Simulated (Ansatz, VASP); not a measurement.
**Ga in VASP and in Ansatz**

```
CELL_PARAMETERS angstrom
4.34314 0.00000 0.00000
-2.17157 3.76127 0.00000
0.00000 0.00000 5.21950
ATOMIC_POSITIONS crystal
Ga 0.00000 0.00000 0.25000
Ga 0.00000 0.00000 0.75000
Ga 0.33333 0.66667 0.75000
Ga 0.66667 0.33333 0.25000
```

Alike in both runs: functional PBEsol; k mesh 12 × 12 × 10; occupations gaussian, width 0.1 eV; no spin polarisation.

Ansatz relaxed the structure, and its values are those at the end. VASP's run is a single point on that final structure, the one shown.

|  | VASP | Ansatz |
| --- | --- | --- |
| version | VASP 6.6.1 | Ansatz 0.2.0 |
| potentials or method | VASP PAW PBE potentials, release 64 (Ga_d), cutoff 520 eV | scalar-relativistic, plane waves, PAW |
| valence electrons in the cell | 52 | 52 |

```csv
,VASP,Ansatz,Ansatz less VASP
gap on the k mesh at the Fermi level (eV),none,none,-
pressure (GPa),-0.1,0.0,+0.14
```

VASP's potentials were made for PBE, not for PBEsol. A gap of «none» marks a metal or a gap that the smearing closes.
